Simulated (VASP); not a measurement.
# Os (P6_3/mmc) in VASP: notebook, part 2 of 2

VASP 6.6.1.

## 3. Single point, PBEsol (strain -0.025 along x and y, -0.050 along z)

Input file INCAR:

```
PREC = Accurate
ENCUT = 520
EDIFF = 1E-6
ISMEAR = 0
SIGMA = 0.15
LREAL = F
LASPH = T
NELM = 80
ALGO = Normal
ISIF = 2
LWAVE = F
LCHARG = F
GGA = PS
NBANDS = 15
```

Input file KPOINTS:

```
regular mesh
0
Gamma
  18 18 12
```

Input file POSCAR:

```
Os
1.0
    2.6657474761      0.0000000000      0.0000000000
   -1.3328737381      2.3086050344      0.0000000000
    0.0000000000      0.0000000000      4.1037150000
Os
2
Direct
    0.3333333333      0.6666666667      0.2500000000
    0.6666666667      0.3333333333      0.7500000000
```

Potentials or basis: VASP PAW PBE potentials, release 64 (Os).

Launch:

```bash
$ cat potpaw_PBE.64/Os/POTCAR > POTCAR
$ mpirun -np 1 vasp_std > vasp.out
```

OUTCAR:

```text
PREC = Accurate
   ENCUT = 520
   EDIFF = 1E-6
   ISMEAR = 0
   LREAL = F
   LASPH = T
   NELM = 80
   ISIF = 2
   GGA = PS

 ion  position               nearest neighbor table
   1  0.333  0.667  0.250-   2 2.56   2 2.56   2 2.56   2 2.56   2 2.56   2 2.56
   2  0.667  0.333  0.750-   1 2.56   1 2.56   1 2.56   1 2.56   1 2.56   1 2.56

  LATTYP: Found a hexagonal cell.
 ALAT       =     2.6657474761
 C/A-ratio  =     1.5394237589

  Lattice vectors:

 A1 = (   2.6657474761,   0.0000000000,   0.0000000000)
 A2 = (  -1.3328737381,   2.3086050344,   0.0000000000)
 A3 = (   0.0000000000,   0.0000000000,   4.1037150000)

Analysis of symmetry for initial positions (statically):
=====================================================================
 Subroutine PRICEL returns:
 Original cell was already a primitive cell.

 Routine SETGRP: Setting up the symmetry group for a
 hexagonal supercell.

 Subroutine GETGRP returns: Found 24 space group operations
 (whereof 12 operations were pure point group operations)
 out of a pool of 24 trial point group operations.

The static configuration has the point symmetry D_3d.
 The point group associated with its full space group is D_6h.

Analysis of symmetry for dynamics (positions and initial velocities):
=====================================================================
 Subroutine PRICEL returns:
 Original cell was already a primitive cell.

 Routine SETGRP: Setting up the symmetry group for a
 hexagonal supercell.

 Subroutine GETGRP returns: Found 24 space group operations
 (whereof 12 operations were pure point group operations)
 out of a pool of 24 trial point group operations.

The dynamic configuration has the point symmetry D_3d.
 The point group associated with its full space group is D_6h.

 Subroutine INISYM returns: Found 24 space group operations
 (whereof 12 operations are pure point group operations),
 and found     1 'primitive' translations

----------------------------------------------------------------------------------------

                                     Primitive cell

  volume of cell :      25.2549

  direct lattice vectors                    reciprocal lattice vectors
     2.665747476  0.000000000  0.000000000     0.375129306  0.216581006  0.000000000
    -1.332873738  2.308605034  0.000000000     0.000000000  0.433162011  0.000000000
     0.000000000  0.000000000  4.103715000     0.000000000  0.000000000  0.243681640

  length of vectors
     2.665747476  2.665747476  4.103715000     0.433162011  0.433162011  0.243681640

  position of ions in fractional coordinates (direct lattice)
     0.333333333  0.666666667  0.250000000
     0.666666667  0.333333333  0.750000000

  ion indices of the primitive-cell ions
   primitive index   ion index
                 1           1
                 2           2

----------------------------------------------------------------------------------------

 KPOINTS: regular mesh

Automatic generation of k-mesh.
 Grid dimensions read from file:
 generate k-points for:   18   18   12

 Generating k-lattice:

  Cartesian coordinates                     Fractional coordinates (reciprocal lattice)
     0.020840517  0.012032278  0.000000000     0.055555556  0.000000000  0.000000000
[... 43 lines left out ...]
   total plane-waves  NPLWV =  12800
   dimension x,y,z NGX =    20 NGY =   20 NGZ =   32
   dimension x,y,z NGXF=    40 NGYF=   40 NGZF=   64
   ions per type =               2
   NGX,Y,Z   is equivalent  to a cutoff of  12.47, 12.47, 12.96 a.u.
   NGXF,Y,Z  is equivalent  to a cutoff of  24.95, 24.95, 25.93 a.u.
 SYSTEM =  unknown system
   PREC   = accura    normal or accurate (medium, high low for compatibility)
   ISTART =      0    job   : 0-new  1-cont  2-samecut
   ICHARG =      2    charge: 1-file 2-atom 10-const
   ISPIN  =      1    spin polarized calculation?
   LNONCOLLINEAR =      F non collinear calculations
   LSORBIT =      F    spin-orbit coupling
   LASPH  =      T    aspherical Exc in radial PAW
   ENCUT  =  520.0 eV  38.22 Ry    6.18 a.u.   4.96  4.96  7.63*2*pi/ulx,y,z
   NELM   =     80;   NELMIN=  2; NELMDL= -5     # of ELM steps
   EDIFF  = 0.1E-05   stopping-criterion for ELM
   LREAL  =      F    real-space projection
   EDIFFG = 0.1E-04   stopping-criterion for IOM
   NSW    =      0    number of steps for IOM
   IBRION =     -1    ionic relax: 0-MD 1-quasi-New 2-CG
   NFREE  =      0    steps in history (QN), initial steepest desc. (CG)
   ISIF   =      2    stress and relaxation
   ISYM   =      2    0-nonsym 1-usesym 2-fastsym
   POTIM  = 0.5000    time-step for ionic-motion
   TEBEG  =    0.0;   TEEND  =   0.0 temperature during run
   PSTRESS=    0.0 pullay stress
   NELECT =      16.0000    total number of electrons
   NUPDOWN=      -1.0000    fix difference up-down
   EMIN   =  10.00;   EMAX   =-10.00  energy-range for DOS
   EFERMI =   0.00;   METHOD = LEGACY
   ISMEAR =     0;   SIGMA  =   0.15  broadening in eV -4-tet -1-fermi 0-gaus
   EFERMI_NEDOS =   21; number of points for ismear=-14 and -15
   IALGO  =     38    algorithm
   IMIX   =      4    mixing-type and parameters
     AMIX     =   0.40;   BMIX     =  1.00
     AMIX_MAG =   1.60;   BMIX_MAG =  1.00
  volume/ion in A,a.u.               =      12.63        85.21
  Fermi-wavevector in a.u.,A,eV,Ry     =   1.406046  2.657042 26.898249  1.976966
  Thomas-Fermi vector in A             =   2.528446
   LORBIT       =      0    0 simple, 1 ext, 2 COOP (PROOUT), +10 PAW based schemes
   GGA     = PS    functional components
   LHFCALC =     F    Hartree Fock is set to
   AEXX    =    0.0000 exact exchange contribution
   IVDW    =     0    specifies the selected vdW correction
   LEPSILON=     F    determine dielectric tensor
   LRPA    =     F    only Hartree local field effects (RPA)
 non-spin polarized calculation
 Gauss-broadening in eV      SIGMA  =   0.15
  energy-cutoff  :      520.00
  volume of cell :       25.25
 maximum number of plane-waves:       701
 NGX is ok and might be reduce to    20
   NGX =  9   NGY =  9   NGZ = 15

 number of electron      16.0000001 magnetization

 Free energy of the ion-electron system (eV)
  ---------------------------------------------------
  ext. energy  EPLUGINS =         0.00000000
  ---------------------------------------------------
  free energy    TOTEN  =       -24.05821509 eV

  energy without entropy =      -24.04631668  energy(sigma->0) =      -24.05226588

 E-fermi :  10.9614     XC(G=0): -14.7411

 val. band max:       10.9546339479   @ k =   0.2778   0.0556   0.0000
 cond. band min:      10.9766553930   @ k =   0.2778   0.0000   0.1667
 fundamental gap:      0.0220214452
 Fermi energy:        10.9614012868

 k-point     1 :       0.0000    0.0000    0.0000
  band No.  band energies     occupation
      1      -1.0027      2.00000
      2       2.0822      2.00000
      3       7.3074      2.00000
      4       7.3074      2.00000
      5       8.0141      2.00000
      6       8.3993      2.00000
      7       8.3993      2.00000
      8       8.8529      2.00000
      9       8.8529      2.00000
     10      11.3342      0.00044
     11      12.8927      0.00000
     12      12.8927      0.00000
     13      21.5697      0.00000
     14      24.7772      0.00000
[... 401 lines left out ...]
      2       3.3850      2.00000
      3       3.5717      2.00000
      4       6.5730      2.00000
      5       6.9241      2.00000
      6       8.1322      2.00000
      7       8.9163      2.00000
      8      12.8521      0.00000
      9      13.2052      0.00000
     10      14.1578      0.00000
     11      15.3562      0.00000
     12      18.6079      0.00000
     13      21.4566      0.00000
     14      22.0092      0.00000
     15      24.8915      0.00000

 [... further k-points ...]

------------------------ aborting loop because EDIFF is reached ----------------------------------------

  FORCE on cell =-STRESS in cart. coord.  units (eV):
  Direction    XX          YY          ZZ          XY          YZ          ZX
  --------------------------------------------------------------------------------------
  -------------------------------------------------------------------------------------
  Total        7.4174260      7.4174260     11.3038198     -0.0000000     -0.0000000      0.0000000
  in kB      470.5632079    470.5632079    717.1169226     -0.0000000     -0.0000000      0.0000000
  external PRESSURE =     552.7477795 kB  Pullay stress =       0.0000000 kB

 VOLUME and BASIS-vectors are now :
 -----------------------------------------------------------------------------
  energy-cutoff  :      520.00
  volume of cell :       25.25
      direct lattice vectors                 reciprocal lattice vectors
     2.665747476  0.000000000  0.000000000     0.375129306  0.216581006  0.000000000
    -1.332873738  2.308605034  0.000000000     0.000000000  0.433162011  0.000000000
     0.000000000  0.000000000  4.103715000     0.000000000  0.000000000  0.243681640

 POSITION                                       TOTAL-FORCE (eV/Angst)
 -----------------------------------------------------------------------------------
     -0.00000      1.53907      1.02593         0.000000     -0.000000      0.000000
      1.33287      0.76954      3.07779        -0.000000      0.000000      0.000000
 -----------------------------------------------------------------------------------
    total drift:                               -0.000000      0.000000     -0.000000

  FREE ENERGIE OF THE ION-ELECTRON SYSTEM (eV)
  ---------------------------------------------------
  free  energy   TOTEN  =       -24.0582150875 eV

  energy  without entropy=      -24.0463166811  energy(sigma->0) =      -24.05226588
```

Wall time 35 s (1 thread of AMD EPYC 9R45 (Zen 5), shared host); peak memory 0.17 GiB.

Results:

* Free energy: -24.0582 eV
* Pressure: 55.3 GPa
* Band gap on the k mesh: zero (bands 8 and 9 overlap by 4.58 eV)

Stress tensor (GPa, compression positive):
```
47.06  0.00  0.00
 0.00 47.06  0.00
 0.00  0.00 71.71
```

Levels at points of the mesh, in eV from the Fermi level:
```tsv
k point	band 6	band 7	band 8	band 9	band 10	band 11
(0.00, 0.00, 0.00)	-2.56	-2.56	-2.11	-2.11	0.37	1.93
(0.50, 0.00, 0.00)	-2.72	-1.96	2.18	2.94	3.42	5.06
(0.00, 0.00, 0.50)	-3.96	-3.94	-3.94	1.10	1.10	1.10
(0.50, 0.00, 0.50)	-1.57	-0.19	-0.19	2.64	2.64	3.78
```

Caveat: the cell differs from its parent crystal (strain -0.025 along x and y, -0.050 along z); the cell stands under pressure; the PAW data sets were made with another functional, which shifts forces and pressure a little; spin-orbit coupling is left out, which moves the levels of the heavy elements.

## 4. Single point, PBEsol (strain -0.050 along x and y, +0.025 along z)

Input file INCAR:

```
SYSTEM = Os
PREC = Accurate
ENCUT = 520
EDIFF = 1E-7
ISMEAR = 0
SIGMA = 0.15
LREAL = .False.
LASPH = .True.
NELM = 80
ALGO = Normal
ISIF = 2
LWAVE = .False.
LCHARG = .False.
GGA = PS
NBANDS = 15
```

Input file KPOINTS:

```
Automatic mesh
0
Gamma
  18 18 12
  0 0 0
```

Input file POSCAR:

```
Os
1.0
    2.5973949767      0.0000000000      0.0000000000
   -1.2986974884      2.2494100335      0.0000000000
    0.0000000000      0.0000000000      4.4276925000
Os
2
Direct
    0.3333333333      0.6666666667      0.2500000000
    0.6666666667      0.3333333333      0.7500000000
```

Launch:

```bash
$ cat potpaw_PBE.64/Os/POTCAR > POTCAR
$ mpirun -np 1 vasp_std > vasp.out
```

Wall time 46 s (1 thread of AMD EPYC 9R45 (Zen 5), shared host); peak memory 0.18 GiB.

Results (log left out):

```yaml
Free_energy: -24.0413 eV
Pressure: 40.2 GPa
Band_gap_on_the_k_mesh: zero (bands 8 and 9 overlap by 4.38 eV)
```

Stress tensor (GPa, compression positive):
```
60.10  0.00  0.00
 0.00 60.10  0.00
 0.00  0.00  0.54
```

Levels at points of the mesh, in eV from the Fermi level:
```tsv
k point	band 5	band 6	band 7	band 8	band 9	band 10	band 11	band 12
(0.00, 0.00, 0.00)	-3.36	-2.63	-2.63	-0.97	-0.97	-0.88	1.97	1.97
(0.50, 0.00, 0.00)	-3.30	-2.81	-2.63	2.65	3.05	3.48	5.13	6.52
(0.00, 0.00, 0.50)	-3.38	-3.38	-3.38	-3.38	1.04	1.04	1.04	1.04
(0.50, 0.00, 0.50)	-1.00	-1.00	-0.12	-0.12	3.29	3.29	3.62	3.62
```

Caveat: the cell differs from its parent crystal (strain -0.050 along x and y, +0.025 along z); the cell stands under pressure; the PAW data sets were made with another functional, which shifts forces and pressure a little; spin-orbit coupling is left out, which moves the levels of the heavy elements.

## 5. Single point, PBEsol (strain -0.025 along x and y, -0.025 along z)

Input file INCAR:

```
SYSTEM = Os
PREC = Accurate ; ENCUT = 520
EDIFF = 1E-6 ; ISMEAR = 0
SIGMA = 0.15 ; LREAL = .False.
LASPH = .True. ; NELM = 80
ALGO = Normal ; ISIF = 2
LWAVE = .False. ; LCHARG = .False.
GGA = PS ; NBANDS = 15
```

KPOINTS is that of step 4.

Input file POSCAR:

```
Os
1.0
    2.6657474761      0.0000000000      0.0000000000
   -1.3328737381      2.3086050344      0.0000000000
    0.0000000000      0.0000000000      4.2117075000
Os
2
Direct
    0.3333333333      0.6666666667      0.2500000000
    0.6666666667      0.3333333333      0.7500000000
```

Launch:

```bash
$ cat potpaw_PBE.64/Os/POTCAR > POTCAR
$ mpirun -np 1 vasp_std > vasp.out
```

Run time: 35 s. Hardware: 1 thread of AMD EPYC 9R45 (Zen 5), shared host; peak memory 0.18 GiB.

Results (log left out):

| Quantity | Value |
| --- | --- |
| Free energy | -24.2859 eV |
| Pressure | 37.2 GPa |
| Band gap on the k mesh | zero (bands 8 and 9 overlap by 4.46 eV) |

Stress tensor (GPa, compression positive):
```
36.35  0.00  0.00
 0.00 36.35  0.00
 0.00  0.00 38.78
```

Levels at points of the mesh, in eV from the Fermi level:
| k point | band 5 | band 6 | band 7 | band 8 | band 9 | band 10 | band 11 | band 12 |
| --- | --- | --- | --- | --- | --- | --- | --- | --- |
| (0.00, 0.00, 0.00) | -3.16 | -2.49 | -2.49 | -1.75 | -1.75 | 0.02 | 1.89 | 1.89 |
| (0.50, 0.00, 0.00) | -3.14 | -2.85 | -2.09 | 2.33 | 2.98 | 3.11 | 4.96 | 6.32 |
| (0.00, 0.00, 0.50) | -3.66 | -3.66 | -3.66 | -3.66 | 1.03 | 1.03 | 1.03 | 1.03 |
| (0.50, 0.00, 0.50) | -1.37 | -1.37 | -0.18 | -0.18 | 2.71 | 2.71 | 3.68 | 3.68 |

Caveat: the cell differs from its parent crystal (strain -0.025 along x and y, -0.025 along z); the cell stands under pressure; the PAW data sets were made with another functional, which shifts forces and pressure a little; spin-orbit coupling is left out, which moves the levels of the heavy elements.

## 6. Overview

| cell | gap on the mesh (eV) | pressure (GPa) |
| --- | --- | --- |
| a = 2.597, b = 2.597, c = 4.320 Å, angles 90.0, 90.0, 120.0°, 2 atoms | none | 55.0 |
| a = 2.666, b = 2.666, c = 4.104 Å, angles 90.0, 90.0, 120.0°, 2 atoms | none | 55.3 |
| a = 2.597, b = 2.597, c = 4.428 Å, angles 90.0, 90.0, 120.0°, 2 atoms | none | 40.2 |
| a = 2.666, b = 2.666, c = 4.212 Å, angles 90.0, 90.0, 120.0°, 2 atoms | none | 37.2 |

Alike in all rows: task single point; level PBEsol; potentials or basis VASP PAW PBE potentials, release 64 (Os); no spin polarisation; k mesh 18 × 18 × 12; cutoff (eV) 520; smearing gaussian 0.15 eV.

Caveats: the cell stands under pressure; the PAW data sets were made with another functional, which shifts forces and pressure a little; spin-orbit coupling is left out, which moves the levels of the heavy elements.

Absolute energies hang on the potentials; compare differences alone.
